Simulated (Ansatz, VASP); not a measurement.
# One calculation of CsBe, two programs

```
CELL_PARAMETERS angstrom
4.40864 0.00000 0.00000
0.00000 4.40864 0.00000
0.00000 0.00000 4.36852
ATOMIC_POSITIONS crystal
Cs 0.50000 0.50000 0.50000
Be 0.00000 0.00000 0.00000
```

Alike in both runs: functional PBE; k mesh 12 × 12 × 14; occupations gaussian, width 0.1 eV; no spin polarisation.

Ansatz relaxed the structure, and its values are those at the end. VASP's run is a single point on that final structure, the one shown.

|  | VASP | Ansatz |
| --- | --- | --- |
| version | VASP 6.6.1 | Ansatz 0.2.0 |
| potentials or method | VASP PAW PBE potentials, release 64 (Cs_sv, Be), cutoff 520 eV | scalar-relativistic, plane waves, PAW |
| valence electrons in the cell | 11 | 11 |

```tsv
	VASP	Ansatz	Ansatz less VASP
gap on the k mesh at the Fermi level (eV)	none	none	-
pressure (GPa)	0.0	0.0	-0.02
```

A gap of «none» marks a metal or a gap that the smearing closes. The functional is the same, so the differences come from potentials, cutoffs and numerics.

Spin-orbit coupling is off throughout.
